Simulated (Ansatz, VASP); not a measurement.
**Two plane-wave programs on Sr**

```
Sr
1.0
     4.43930    0.00000    0.00000
    -2.21965    3.84455    0.00000
     0.00000    0.00000    7.05000
Sr
2
Cartesian
  0.0000 2.5630 1.7625
  2.2197 1.2815 5.2875
```

Change from the starting cell: strain +0.030 along x and y, +0.000 along z, atoms carried along.

Alike in both runs: task single point; functional PBEsol; k mesh 15 × 15 × 8; occupations gaussian, width 0.15 eV; no spin polarisation.

|  | VASP | Ansatz |
| --- | --- | --- |
| version | VASP 6.6.1 | Ansatz 0.2.0 |
| potentials or method | VASP PAW PBE potentials, release 64 (Sr_sv), cutoff 520 eV | scalar-relativistic, plane waves, PAW |
| valence electrons in the cell | 20 | 20 |

|  | VASP | Ansatz | Ansatz less VASP |
| --- | --- | --- | --- |
| gap on the k mesh at the Fermi level (eV) | none | none | - |
| pressure (GPa) | -1.3 | -1.3 | -0.01 |
| traceless stress, the component that is largest in VASP (GPa) | 0.33 | 0.33 | 0.000 |

VASP's potentials were made for PBE, not for PBEsol. A gap of «none» marks a metal or a gap that the smearing closes.
